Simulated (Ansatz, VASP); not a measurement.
**LiOsRu3 in VASP and in Ansatz**

```
CELL_PARAMETERS angstrom
3.79396 0.00000 0.00000
0.00000 3.79396 0.00000
0.00000 0.00000 3.84151
ATOMIC_POSITIONS crystal
Li 0.00000 0.00000 0.00000
Ru 0.50000 0.50000 0.97500
Ru 0.00000 0.50000 0.48500
Ru 0.50000 0.00000 0.48500
Os 0.50000 0.50000 0.51500
```

Alike in both runs: task single point; functional PBE; k mesh 6 × 6 × 6; occupations gaussian, width 0.1 eV; no spin polarisation.

```csv
,VASP,Ansatz
version,VASP 6.6.1,Ansatz 0.2.0
potentials or method,"VASP PAW PBE potentials, release 64 (Li_sv, Ru_pv, Os), cutoff 520 eV","scalar-relativistic, plane waves, PAW"
valence electrons in the cell,53,67
```

|  | VASP | Ansatz | Ansatz less VASP |
| --- | --- | --- | --- |
| gap on the k mesh at the Fermi level (eV) | none | none | - |
| rms of the force components (eV/Å) | 8.335 | 8.621 | +0.2866 |

Atom by atom the forces differ by 0.419 eV/Å (rms over components). A gap of «none» marks a metal or a gap that the smearing closes. VASP's potentials hold 53 valence electrons a cell and Ansatz's 67, so a difference there can come from the potentials and not from the codes.

Neither program's run includes spin-orbit coupling. Noted on VASP's run: the cutoff is short for stress, so the pressure is rough.
